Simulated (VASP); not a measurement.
Wanted: the native input for a VASP 6.6.1 run.

- Task: single point
- Functional: PBE
- Potentials or basis: VASP PAW PBE potentials, release 64 (Ta_pv, Si, B)
- Cutoff: 500 eV
- k mesh: 4 × 4 × 4
- Occupations: gaussian, width 0.2 eV
- Spin: no spin polarisation
- Dipole correction: no
- Further INCAR settings: ALGO = Normal; EDIFF = 1e-06; NBANDS = 28

The structure of TaSi5B2 lies in POSCAR:

```
TaSi5B2
1.0
   -3.4908022813      3.4908022813      2.4242915738
    3.4908022813     -3.4908022813      2.4242915738
    3.4908022813      3.4908022813     -2.4242915738
Ta Si B
1 5 2
Direct
    0.5000000000      0.5000000000      0.0000000000
    0.7139339832      0.1858827120      0.8998166952
    0.2860660168      0.8141172880      0.1001833048
    0.1858827120      0.2860660168      0.4719487288
    0.8141172880      0.7139339832      0.5280512712
    0.0000000000      0.0000000000      0.0000000000
    0.5000000000      0.0000000000      0.5000000000
    0.0000000000      0.5000000000      0.5000000000
```

The cell was built from a structure type or drawn by symmetry, and may not be a known phase.

One way to write it, as run:

INCAR

```
SYSTEM = TaSi5B2
PREC     = Accurate       ! precision mode
ENCUT    = 500            ! plane-wave cutoff, eV
EDIFF    = 1E-6           ! SCF threshold, eV
ISMEAR   = 0              ! smearing method
SIGMA    = 0.2            ! smearing width, eV
LREAL    = .FALSE.        ! projectors in reciprocal space
LASPH    = .TRUE.         ! aspherical terms in the spheres
NELM     = 120            ! most SCF steps
ALGO     = Normal         ! electronic algorithm
ISIF     = 2              ! what is computed and relaxed
LWAVE    = .FALSE.        ! write WAVECAR
LCHARG   = .TRUE.         ! write CHGCAR
GGA      = PE             ! functional
LELF     = .TRUE.         ! ELF
LVHAR    = .TRUE.       
NBANDS   = 28             ! bands
GGA_COMPAT= .FALSE.
```

KPOINTS

```
regular mesh
0
G
  4 4 4
  0 0 0
```

Potentials or basis: VASP PAW PBE potentials, release 64 (Ta_pv, Si, B).

Launch:

```sh
$ cat potpaw_PBE.64/Ta_pv/POTCAR potpaw_PBE.64/Si/POTCAR potpaw_PBE.64/B/POTCAR > POTCAR
$ mpirun -np 1 vasp_std > vasp.out
```

It gave:

- Pressure: 0.4 GPa
- Largest force: 0.009 eV/Å
- Band gap on the k mesh: zero (an odd number of electrons rules out a gap without spin polarisation)

Caveat: the k points lie up to 0.39 Å⁻¹ apart, too coarse for converged energies and pressures of a metal; spin-orbit coupling is left out, which moves the levels of the heavy elements.

Wall time 100 s on 1 thread of Intel Xeon 8259CL, with other jobs on the host, peak memory 0.26 GiB.
